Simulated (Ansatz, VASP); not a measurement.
SiC: VASP beside Ansatz

```
Si C
1.0
     0.00000   -2.16441   -2.26549
     0.00000    2.16441   -2.26549
     4.32882    0.00000    0.00000
Si C
2 2
Direct
  0.50277 0.50277 0.50000
  0.99723 0.99723 0.00000
  0.00188 0.49812 0.25000
  0.49812 0.00188 0.75000
```

Change from the starting cell: mode 4 frozen in at -0.012 Å, normal strain along y +0.0467.

Alike in both runs: task single point; functional LDA; k mesh 10 × 10 × 6; occupations gaussian, width 0.05 eV; no spin polarisation.

|  | VASP | Ansatz |
| --- | --- | --- |
| version | VASP 6.6.1 | Ansatz 0.2.0 |
| potentials or method | VASP PAW LDA potentials, release 64 (Si, C), cutoff 600 eV | scalar-relativistic, plane waves, PAW |
| valence electrons in the cell | 16 | 16 |

Ansatz gave:

- gap on the k mesh at the Fermi level (eV): 1.10
- least direct gap on the mesh (eV): 1.10
- pressure (GPa): -9.7
- traceless stress, the component that is largest in VASP (GPa): -8.60
- rms of the force components (eV/Å): 0.071

Estimate VASP's values.

gap on the k mesh at the Fermi level (eV): 1.09; least direct gap on the mesh (eV): 1.09; pressure (GPa): -9.5; traceless stress, the component that is largest in VASP (GPa): -8.60; rms of the force components (eV/Å): 0.071.

Ansatz warns that its potentials were made for another functional, while VASP's fit it. LDA's correlation is that of Perdew and Zunger in VASP and of Perdew and Wang (1992) in Ansatz. Atom by atom the forces differ by 0.000 eV/Å (rms over components).
